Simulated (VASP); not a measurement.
# Si4W2F in VASP: single point with PBE

Aim: the single point of Si4W2F with PBE.

All numbers are computed with VASP 6.6.1; they aren't measurements. Logs are shortened: lines on timing, memory, paths and dates and some standing lists are left out, and cuts for length are marked.

## 1. The cell of the first run

The cell holds a slab with vacuum, 7 atoms: a = 3.229 Å, b = 3.229 Å, c = 23.437 Å, α = 90.00°, β = 90.00°, γ = 90.00°.

## 2. Single point, PBE, collinear spin

The input, INCAR:

```
SYSTEM = Si4W2F
ALGO = Normal ; DIPOL = 0.5 0.5 0.331
EDIFF = 1E-7 ; ENCUT = 520
GGA = PE ; IDIPOL = 3
ISIF = 2 ; ISMEAR = 0
ISPIN = 2 ; LASPH = .True.
LCHARG = .False. ; LDIPOL = .True.
LMAXMIX = 4 ; LORBIT = 11
LREAL = .False. ; LWAVE = .False.
MAGMOM = 0 0 0 0 0 0 1 ; NBANDS = 38
NELM = 150 ; PREC = Accurate
SIGMA = 0.1
```

The input, KPOINTS:

```
k-points
0
Gamma
  8 8 1
  0 0 0
```

The input, POSCAR:

```
Si4W2F
1.0
    3.2292919633      0.0000000000      0.0000000000
    0.0000000000      3.2292919633      0.0000000000
    0.0000000000      0.0000000000     23.4372962574
Si W F
4 2 1
Direct
    0.0000000000      0.0000000000      0.1706681503
    0.0000000000      0.0000000000      0.2817265674
    0.5000000000      0.5000000000      0.3360338627
    0.5000000000      0.5000000000      0.4453285116
    0.5000000000      0.5000000000      0.2261973588
    0.0000000000      0.0000000000      0.3910963498
    0.8750000000      0.8750000000      0.4628219970
```

Potentials or basis: VASP PAW PBE potentials, release 64 (Si, W_sv, F).

Started as:

```console
$ cat potpaw_PBE.64/Si/POTCAR potpaw_PBE.64/W_sv/POTCAR potpaw_PBE.64/F/POTCAR > POTCAR
$ mpirun -np 1 vasp_std > vasp.out
```

OUTCAR:

```text
SYSTEM = Si4W2F
   EDIFF = 1E-7
   ENCUT = 520
   GGA = PE
   ISIF = 2
   ISMEAR = 0
   ISPIN = 2
   LASPH = .True.
   LORBIT = 11
   LREAL = .False.
   NELM = 150
   PREC = Accurate

 ion  position               nearest neighbor table
   1  0.000  0.000  0.171-   2 2.60   5 2.63   5 2.63   5 2.63   5 2.63
   2  0.000  0.000  0.282-   6 2.56   1 2.60   3 2.61   3 2.61   3 2.61   3 2.61   5 2.63   5 2.63
                             5 2.63   5 2.63
   3  0.500  0.500  0.336-   4 2.56   5 2.57   2 2.61   2 2.61   2 2.61   2 2.61   6 2.62   6 2.62
                             6 2.62   6 2.62
   4  0.500  0.500  0.445-   7 1.76   7 2.39   7 2.39   3 2.56   6 2.61   6 2.61   6 2.61   6 2.61

   5  0.500  0.500  0.226-   3 2.57   1 2.63   1 2.63   1 2.63   1 2.63   2 2.63   2 2.63   2 2.63
                             2 2.63
   6  0.000  0.000  0.391-   7 1.78   2 2.56   4 2.61   4 2.61   4 2.61   4 2.61   3 2.62   3 2.62
                             3 2.62   3 2.62
   7  0.875  0.875  0.463-   4 1.76   6 1.78   4 2.39   4 2.39

  LATTYP: Found a simple tetragonal cell.
 ALAT       =     3.2292919633
 C/A-ratio  =     7.2577198110

  Lattice vectors:

 A1 = (   3.2292919633,   0.0000000000,   0.0000000000)
 A2 = (   0.0000000000,   3.2292919633,   0.0000000000)
 A3 = (   0.0000000000,   0.0000000000,  23.4372962574)

Analysis of symmetry for initial positions (statically):
=====================================================================
 Subroutine PRICEL returns:
 Original cell was already a primitive cell.

 Routine SETGRP: Setting up the symmetry group for a
 simple tetragonal supercell.

 Subroutine GETGRP returns: Found  2 space group operations
 (whereof  2 operations were pure point group operations)
 out of a pool of 16 trial point group operations.

The static configuration has the point symmetry C_1h.

Analysis of symmetry for dynamics (positions and initial velocities):
=====================================================================
 Subroutine PRICEL returns:
 Original cell was already a primitive cell.

 Routine SETGRP: Setting up the symmetry group for a
 simple tetragonal supercell.

 Subroutine GETGRP returns: Found  2 space group operations
 (whereof  2 operations were pure point group operations)
 out of a pool of 16 trial point group operations.

The dynamic configuration has the point symmetry C_1h.

Analysis of structural, dynamic, and magnetic symmetry:
=====================================================================
 Subroutine PRICEL returns:
 Original cell was already a primitive cell.

 Routine SETGRP: Setting up the symmetry group for a
 simple tetragonal supercell.

 Subroutine GETGRP returns: Found  2 space group operations
 (whereof  2 operations were pure point group operations)
 out of a pool of 16 trial point group operations.

The overall configuration has the point symmetry C_1h.

 Subroutine INISYM returns: Found  2 space group operations
 (whereof  2 operations are pure point group operations),
 and found     1 'primitive' translations

----------------------------------------------------------------------------------------

                                     Primitive cell

  volume of cell :     244.4118

  direct lattice vectors                    reciprocal lattice vectors
     3.229291963  0.000000000  0.000000000     0.309665404  0.000000000  0.000000000
     0.000000000  3.229291963  0.000000000     0.000000000  0.309665404  0.000000000
     0.000000000  0.000000000 23.437296257     0.000000000  0.000000000  0.042667038

  length of vectors
     3.229291963  3.229291963 23.437296257     0.309665404  0.309665404  0.042667038

  position of ions in fractional coordinates (direct lattice)
     0.000000000  0.000000000  0.170668150
     0.000000000  0.000000000  0.281726567
     0.500000000  0.500000000  0.336033863
     0.500000000  0.500000000  0.445328512
     0.500000000  0.500000000  0.226197359
     0.000000000  0.000000000  0.391096350
     0.875000000  0.875000000  0.462821997

  ion indices of the primitive-cell ions
   primitive index   ion index
                 1           1
                 2           2
                 3           3
                 4           4
                 5           5
                 6           6
                 7           7

----------------------------------------------------------------------------------------

 KPOINTS: k-points

Automatic generation of k-mesh.
 Grid dimensions read from file:
 generate k-points for:    8    8    1

 Generating k-lattice:

  Cartesian coordinates                     Fractional coordinates (reciprocal lattice)
     0.038708175  0.000000000  0.000000000     0.125000000  0.000000000  0.000000000
     0.000000000  0.038708175  0.000000000     0.000000000  0.125000000  0.000000000
     0.000000000  0.000000000  0.042667038     0.000000000  0.000000000  1.000000000

  Length of vectors
     0.038708175  0.038708175  0.042667038

  Shift w.r.t. Gamma in fractional coordinates (k-lattice)
     0.000000000  0.000000000  0.000000000

 Subroutine IBZKPT returns following result:
 ===========================================

 Found     21 irreducible k-points:

 Following reciprocal coordinates:
            Coordinates               Weight
  0.000000  0.000000  0.000000      1.000000
  0.125000  0.000000  0.000000      4.000000
  0.250000  0.000000  0.000000      4.000000
  0.375000  0.000000  0.000000      4.000000
  0.500000  0.000000  0.000000      2.000000
  0.125000  0.125000  0.000000      2.000000
[... 13 lines left out ...]
  0.500000  0.375000  0.000000      4.000000
  0.500000  0.500000  0.000000      1.000000
   k-points           NKPTS =     21   k-points in BZ     NKDIM =     21   number of bands    NBANDS=     38
   number of dos      NEDOS =    301   number of ions     NIONS =      7
   total plane-waves  NPLWV = 103680
   dimension x,y,z NGX =    24 NGY =   24 NGZ =  180
   dimension x,y,z NGXF=    48 NGYF=   48 NGZF=  360
   ions per type =               4   2   1
   NGX,Y,Z   is equivalent  to a cutoff of  12.36, 12.36, 12.77 a.u.
   NGXF,Y,Z  is equivalent  to a cutoff of  24.71, 24.71, 25.54 a.u.
 SYSTEM =  Si4W2F
   PREC   = accura    normal or accurate (medium, high low for compatibility)
   ISTART =      0    job   : 0-new  1-cont  2-samecut
   ICHARG =      2    charge: 1-file 2-atom 10-const
   ISPIN  =      2    spin polarized calculation?
   LNONCOLLINEAR =      F non collinear calculations
   LSORBIT =      F    spin-orbit coupling
   LASPH  =      T    aspherical Exc in radial PAW
   ENCUT  =  520.0 eV  38.22 Ry    6.18 a.u.   6.00  6.00 43.58*2*pi/ulx,y,z
   NELM   =    150;   NELMIN=  2; NELMDL= -5     # of ELM steps
   EDIFF  = 0.1E-06   stopping-criterion for ELM
   LREAL  =      F    real-space projection
   EDIFFG = 0.1E-05   stopping-criterion for IOM
   NSW    =      0    number of steps for IOM
   IBRION =     -1    ionic relax: 0-MD 1-quasi-New 2-CG
   NFREE  =      0    steps in history (QN), initial steepest desc. (CG)
   ISIF   =      2    stress and relaxation
   ISYM   =      2    0-nonsym 1-usesym 2-fastsym
   POTIM  = 0.5000    time-step for ionic-motion
   TEBEG  =    0.0;   TEEND  =   0.0 temperature during run
   PSTRESS=    0.0 pullay stress
   NELECT =      51.0000    total number of electrons
   NUPDOWN=      -1.0000    fix difference up-down
   EMIN   =  10.00;   EMAX   =-10.00  energy-range for DOS
   EFERMI =   0.00;   METHOD = LEGACY
   ISMEAR =     0;   SIGMA  =   0.10  broadening in eV -4-tet -1-fermi 0-gaus
   EFERMI_NEDOS =   21; number of points for ismear=-14 and -15
   IALGO  =     38    algorithm
   IMIX   =      4    mixing-type and parameters
     AMIX     =   0.40;   BMIX     =  1.00
     AMIX_MAG =   1.60;   BMIX_MAG =  1.00
  volume/ion in A,a.u.               =      34.92       235.62
  Fermi-wavevector in a.u.,A,eV,Ry     =   0.971011  1.834945 12.828423  0.942862
  Thomas-Fermi vector in A             =   2.101193
   LORBIT       =     11    0 simple, 1 ext, 2 COOP (PROOUT), +10 PAW based schemes
   GGA     = PE    functional components
   LHFCALC =     F    Hartree Fock is set to
   AEXX    =    0.0000 exact exchange contribution
   IVDW    =     0    specifies the selected vdW correction
   LEPSILON=     F    determine dielectric tensor
   LRPA    =     F    only Hartree local field effects (RPA)
 spin polarized calculation
 Gauss-broadening in eV      SIGMA  =   0.10
  energy-cutoff  :      520.00
  volume of cell :      244.41
 maximum number of plane-waves:      6636
   NGX = 13   NGY = 13   NGZ = 87

 dipolmoment           0.000000      0.000000      0.741576 electrons x Angstroem

 number of electron      50.9999983 magnetization       0.5661604

 dipolmoment           0.000000      0.000000     -0.019593 electrons x Angstroem

 Free energy of the ion-electron system (eV)
  ---------------------------------------------------
  ext. energy  EPLUGINS =         0.00000000
  ---------------------------------------------------
  free energy    TOTEN  =       -47.93398312 eV

  energy without entropy =      -47.91005715  energy(sigma->0) =      -47.92202013

 E-fermi :   1.3240     XC(G=0):  -5.2569

 val. band max:        1.3198928199   @ k =   0.2500   0.0000   0.0000
 cond. band min:       1.3461589323   @ k =   0.1250   0.1250   0.0000
 fundamental gap:      0.0262661125
 Fermi energy:         1.3239661375

 spin component 1

 k-point     1 :       0.0000    0.0000    0.0000
  band No.  band energies     occupation
      1     -72.6775      1.00000
      2     -72.3597      1.00000
      3     -37.7435      1.00000
      4     -36.8794      1.00000
      5     -36.7829      1.00000
      6     -36.6157      1.00000
[... 29 lines left out ...]
     36       6.1967      0.00000
     37       6.6537      0.00000
[... 768 lines left out ...]
      6     -36.7551      1.00000
[... 29 lines left out ...]
     36       6.5201      0.00000
     37       6.5379      0.00000
 Fermi energy:         1.3239661375

 spin component 2

 k-point     1 :       0.0000    0.0000    0.0000
  band No.  band energies     occupation
      1     -72.6110      1.00000
      2     -72.3425      1.00000
      3     -37.6447      1.00000
      4     -36.7805      1.00000
      5     -36.7161      1.00000
      6     -36.5857      1.00000
[... 29 lines left out ...]
     36       6.2476      0.00000
     37       6.7621      0.00000
[... 768 lines left out ...]
      6     -36.7279      1.00000
[... 29 lines left out ...]
     36       6.5579      0.00000
     37       6.5650      0.00000
 [bands above 37 left out]

------------------------ aborting loop because EDIFF is reached ----------------------------------------

 vacuum level on the upper side and lower side of the slab       (xc-potential included)        -0.167         0.162

  FORCE on cell =-STRESS in cart. coord.  units (eV):
  Direction    XX          YY          ZZ          XY          YZ          ZX
  --------------------------------------------------------------------------------------
  -------------------------------------------------------------------------------------
  Total        7.0551329      7.0551329     20.9650308      0.9794679     -4.1057564     -4.1057562
  in kB       46.2480738     46.2480738    137.4307619      6.4206451    -26.9142097    -26.9142079
  external PRESSURE =      76.6423032 kB  Pullay stress =       0.0000000 kB

 VOLUME and BASIS-vectors are now :
 -----------------------------------------------------------------------------
  energy-cutoff  :      520.00
  volume of cell :      244.41
      direct lattice vectors                 reciprocal lattice vectors
     3.229291963  0.000000000  0.000000000     0.309665404  0.000000000  0.000000000
     0.000000000  3.229291963  0.000000000     0.000000000  0.309665404  0.000000000
     0.000000000  0.000000000 23.437296257     0.000000000  0.000000000  0.042667038

 POSITION                                       TOTAL-FORCE (eV/Angst)
 -----------------------------------------------------------------------------------
      0.00000      0.00000      4.00000        -0.004086     -0.004086      0.421982
      0.00000      0.00000      6.60291         0.018665      0.018665     -0.616807
      1.61465      1.61465      7.87573         0.036663      0.036663     -0.324342
      1.61465      1.61465     10.43730        -1.232829     -1.232829     -1.120095
      1.61465      1.61465      5.30145         0.054355      0.054355     -0.450947
      0.00000      0.00000      9.16624         2.468077      2.468077    -10.346779
      2.82563      2.82563     10.84730        -1.340846     -1.340846     12.436988
 -----------------------------------------------------------------------------------
    total drift:                               -0.000091     -0.000091      0.000458

  FREE ENERGIE OF THE ION-ELECTRON SYSTEM (eV)
  ---------------------------------------------------
  free  energy   TOTEN  =       -47.9339831191 eV

  energy  without entropy=      -47.9100571456  energy(sigma->0) =      -47.92202013

 vacuum level on the upper side and lower side of the slab         5.481         5.821

 total charge

# of ion       s       p       d       tot
------------------------------------------
    1        0.834   0.782   0.000   1.616
    2        0.736   0.894   0.000   1.630
    3        0.733   0.888   0.000   1.620
    4        0.857   0.777   0.000   1.634
    5        2.315   6.259   3.550  12.124
    6        2.339   6.373   3.659  12.371
    7        1.773   4.453   0.000   6.226
--------------------------------------------------
tot          9.587  20.427   7.209  37.222

 magnetization (x)

# of ion       s       p       d       tot
------------------------------------------
    1        0.001   0.005   0.000   0.006
    2       -0.001  -0.001   0.000  -0.001
    3        0.000  -0.001   0.000  -0.000
    4        0.041   0.062   0.000   0.103
    5        0.001   0.000   0.037   0.039
    6        0.006   0.009   0.136   0.151
    7        0.002   0.033   0.000   0.035
--------------------------------------------------
tot          0.051   0.107   0.174   0.332
```

It took 12 min on 1 thread of AMD EPYC 9R45 (Zen 5), shared host; peak memory 0.56 GiB.

Results:

```
Free energy                                           : -47.9340 eV
Largest force                                         : 12.581 eV/Å
Net moment                                            : 0.57 μB per cell
Site moments                                          : Si +0.01, -0.00, +0.10 (each value once); W +0.04, +0.15; F +0.04 μB
Valence electrons inside the program's atomic spheres : Si 1.62, 1.63 (each value once); W 12.12, 12.37; F 6.23
```

Forces on the atoms (eV/Å):
```
Si   -0.004  -0.004   0.422
Si    0.019   0.019  -0.617
Si    0.037   0.037  -0.324
Si   -1.233  -1.233  -1.120
W     0.054   0.054  -0.451
W     2.468   2.468 -10.347
F    -1.341  -1.341  12.437
```

Caveat: spin-orbit coupling is left out, which moves the levels of the heavy elements.
